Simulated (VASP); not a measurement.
Here is a VASP 6.6.1 calculation.

File POSCAR:

```
Ni
1.0
    2.4149374515      0.0000000000      0.0000000000
   -1.2074687258      2.0913971816      0.0000000000
    0.0000000000      0.0000000000      4.0177628822
Ni
2
Direct
    0.6666666667      0.3333333333      0.7500000000
    0.3333333333      0.6666666667      0.2500000000
```

The input INCAR.step1:

```
PREC     = Accurate       # precision mode
ENCUT    = 520            # plane-wave cutoff, eV
EDIFF    = 1E-5           # SCF threshold, eV
ISMEAR   = -1             # smearing method
SIGMA    = 0.05           # smearing width, eV
LREAL    = F              # projectors in reciprocal space
LASPH    = T              # aspherical terms in the spheres
NELM     = 150            # most SCF steps
ALGO     = Normal         # electronic algorithm
ISIF     = 2              # what is computed and relaxed
LWAVE    = T              # write WAVECAR
LCHARG   = F              # write CHGCAR
ISPIN    = 2              # spin polarisation
MAGMOM   = 1 1            # initial moments
LORBIT   = 11             # projections on sites
LMAXMIX  = 4              # l up to which the mixer works
GGA      = PE             # functional
NBANDS   = 21             # bands
```

INCAR.step2

```
PREC     = Accurate       # precision mode
ENCUT    = 520            # plane-wave cutoff, eV
EDIFF    = 1E-6           # SCF threshold, eV
ISMEAR   = -1             # smearing method
SIGMA    = 0.05           # smearing width, eV
LREAL    = F              # projectors in reciprocal space
LASPH    = T              # aspherical terms in the spheres
NELM     = 150            # most SCF steps
ALGO     = Normal         # electronic algorithm
ISIF     = 2              # what is computed and relaxed
LWAVE    = F              # write WAVECAR
LCHARG   = F              # write CHGCAR
ISPIN    = 2              # spin polarisation
MAGMOM   = 1 1            # initial moments
LORBIT   = 11             # projections on sites
LMAXMIX  = 4              # l up to which the mixer works
GGA      = PE             # functional
LHFCALC  = T              # exact exchange
AEXX     = 0.25           # exact-exchange fraction
PRECFOCK = Normal       
ISTART   = 1            
NBANDS   = 21             # bands
```

File KPOINTS:

```
regular mesh
0
Gamma
  6 6 4
```

Potentials or basis: VASP PAW PBE potentials, release 64 (Ni).

Command:

```console
$ cat potpaw_PBE.64/Ni/POTCAR > POTCAR
$ cp INCAR.step1 INCAR
$ mpirun -np 1 vasp_std > vasp.out
$ cp INCAR.step2 INCAR
$ mpirun -np 1 vasp_std > vasp.out
```

Problem. What does it give for the site moments?

Solution. Ni +0.72 μB.

Problem. Predict the pressure.

Solution. 9.1 GPa.

Problem. Predict the net moment.

Solution. 1.40 μB per cell.

Stress tensor (GPa, compression positive):
```
11.19  0.00  0.00
 0.00 11.19  0.00
 0.00  0.00  5.03
```

Caveat: the k points lie up to 0.50 Å⁻¹ apart; the PAW data sets were made with another functional, which shifts forces and pressure a little.
